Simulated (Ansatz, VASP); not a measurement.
**Two plane-wave programs on BaCaS2**

Contents of POSCAR:

```
BaCaS2
1.0
    2.1157701321      1.2215404553      6.9706977088
   -2.1157701321      1.2215404553      6.9706977088
    0.0000000000     -2.4430809106      6.9706977088
Ca Ba S
1 1 2
Direct
    1.0000000000      0.0000000000      0.0000000000
    0.5000000000      0.5000000000      0.5000000000
    0.2590901373      0.2590901373      0.2590901373
    0.7409098627      0.7409098627      0.7409098627
```

INCAR.step1

```
PREC = Accurate
ENCUT = 520
ISMEAR = 0
SIGMA = 0.01
LREAL = False
LASPH = True
NELM = 60
NBANDS = 24
GGA = PE
ALGO = Normal
EDIFF = 1E-4
LWAVE = True
LCHARG = False
```

File INCAR.step2:

```
PREC = Accurate
ENCUT = 520
EDIFF = 1E-6
ISMEAR = 0
SIGMA = 0.01
LREAL = False
LASPH = True
NELM = 60
ALGO = Normal
ISIF = 2
LWAVE = False
LCHARG = True
METAGGA = R2SCAN
LMIXTAU = True
LELF = True
LVHAR = True
NBANDS = 24
ISTART = 1
```

The input KPOINTS:

```
regular mesh
0
Gamma
  6 6 6
```

Input for Ansatz:

```yaml
crystal:
  lattice:
    - [2.1157701321, 1.2215404553, 6.9706977088]
    - [-2.1157701321, 1.2215404553, 6.9706977088]
    - [0.0, -2.4430809106, 6.9706977088]
  atoms:
    - { symbol: Ca, position: [1.0, 0.0, 0.0] }
    - { symbol: Ba, position: [0.5, 0.5, 0.5] }
    - { symbol: S, position: [0.2590901373, 0.2590901373, 0.2590901373] }
    - { symbol: S, position: [0.7409098627, 0.7409098627, 0.7409098627] }
kpoints:
  mp_grid: { grid: [6, 6, 6] }
hamiltonian:
  xc: r2scan
scf:
  occupations: { method: fixed }
  n_extra_bands: 5
output:
  forces: true
  stress: true
  eigenvalues: true
```

Alike in both runs: task single point; functional r2SCAN; k mesh 6 × 6 × 6; no spin polarisation.

|  | VASP | Ansatz |
| --- | --- | --- |
| version | VASP 6.6.1 | Ansatz 0.2.0 |
| potentials or method | VASP PAW PBE potentials, release 64 (Ca_sv, Ba_sv, S) | plane waves, PAW |
| plane-wave cutoff (eV) | 520 | 500 |
| occupations | gaussian, width 0.01 eV | fixed |
| valence electrons in the cell | 32 | 32 |

Ansatz gave:

```
gap on the k mesh at the Fermi level (eV)                     : 2.43
pressure (GPa)                                                : 1.7
traceless stress, the component that is largest in VASP (GPa) : 0.08
rms of the force components (eV/Å)                            : 0.016
```

Problem. What did VASP give for the same quantities?

Solution. gap on the k mesh at the Fermi level (eV): 2.36; pressure (GPa): 2.3; traceless stress, the component that is largest in VASP (GPa): 0.07; rms of the force components (eV/Å): 0.042.

VASP's potentials were made for PBE, not for r2SCAN. Atom by atom the forces differ by 0.025 eV/Å (rms over components).

Neither program's run includes spin-orbit coupling.
